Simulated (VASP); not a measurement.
Write the native input for VASP 6.6.1 that does the following.

| Property | Result |
| --- | --- |
| Task | single point |
| Functional | r2SCAN |
| Dispersion | D3(BJ) |
| Potentials or basis | VASP PAW PBE potentials, release 64 (Ga_d, N) |
| Cutoff | 520 eV |
| k mesh | 10 × 10 × 10 |
| Occupations | fermi-dirac, width 0.05 eV |
| Spin | no spin polarisation |
| Dipole correction | no |
| Further INCAR settings | ALGO = Normal; EDIFF = 1e-06; NBANDS = 16 |

GaN:

```
Ga N
1.0
     0.00000    2.28316    2.28316
     2.28316    0.00000    2.28316
     2.28316    2.28316    0.00000
Ga N
1 1
Direct
  0.00000 0.00000 0.00000
  0.25000 0.25000 0.25000
```

These files were run (other wordings do the same):

POSCAR

```
GaN
1.0
    0.0000000000      2.2831553320      2.2831553320
    2.2831553320      0.0000000000      2.2831553320
    2.2831553320      2.2831553320      0.0000000000
Ga N
1 1
Direct
    0.0000000000      0.0000000000      0.0000000000
    0.2500000000      0.2500000000      0.2500000000
```

INCAR.step1

```
SYSTEM = GaN
PREC     = Accurate       ! precision mode
ENCUT    = 520            ! plane-wave cutoff, eV
ISMEAR   = -1             ! smearing method
SIGMA    = 0.05           ! smearing width, eV
LREAL    = .False.        ! projectors in reciprocal space
LASPH    = .True.         ! aspherical terms in the spheres
NELM     = 60             ! most SCF steps
NBANDS   = 16             ! bands
GGA      = PE             ! functional
ALGO     = Normal         ! electronic algorithm
EDIFF    = 1E-4           ! SCF threshold, eV
LWAVE    = .True.         ! write WAVECAR
LCHARG   = .False.        ! write CHGCAR
```

INCAR.step2

```
SYSTEM = GaN
PREC     = Accurate       ! precision mode
ENCUT    = 520            ! plane-wave cutoff, eV
EDIFF    = 1E-6           ! SCF threshold, eV
ISMEAR   = -1             ! smearing method
SIGMA    = 0.05           ! smearing width, eV
LREAL    = .False.        ! projectors in reciprocal space
LASPH    = .True.         ! aspherical terms in the spheres
NELM     = 60             ! most SCF steps
ALGO     = Normal         ! electronic algorithm
ISIF     = 2              ! what is computed and relaxed
LWAVE    = .False.        ! write WAVECAR
LCHARG   = .False.        ! write CHGCAR
METAGGA  = R2SCAN         ! meta-GGA
LMIXTAU  = .True.       
IVDW     = 12             ! dispersion correction
VDW_S6   = 1.0          
VDW_S8   = 0.78981345   
VDW_A1   = 0.49484001   
VDW_A2   = 5.73083694   
NBANDS   = 16             ! bands
ISTART   = 1
```

KPOINTS

```
regular mesh
0
Gamma
  10 10 10
  0 0 0
```

Potentials or basis: VASP PAW PBE potentials, release 64 (Ga_d, N).

Launch:

```sh
$ cat potpaw_PBE.64/Ga_d/POTCAR potpaw_PBE.64/N/POTCAR > POTCAR
$ cp INCAR.step1 INCAR
$ mpirun -np 1 vasp_std > vasp.out
$ cp INCAR.step2 INCAR
$ mpirun -np 1 vasp_std > vasp.out
```

It gave:

| Quantity | Value |
| --- | --- |
| Pressure | -8.6 GPa |
| Band gap on the k mesh | 1.86 eV, direct |
| Dispersion energy per atom | -0.115 eV |

Caveat: the PAW data sets were made with another functional, which shifts forces and pressure a little.

Wall time 41 s on 1 thread of Intel Xeon 6975P-C, on a shared host, peak memory 0.17 GiB.
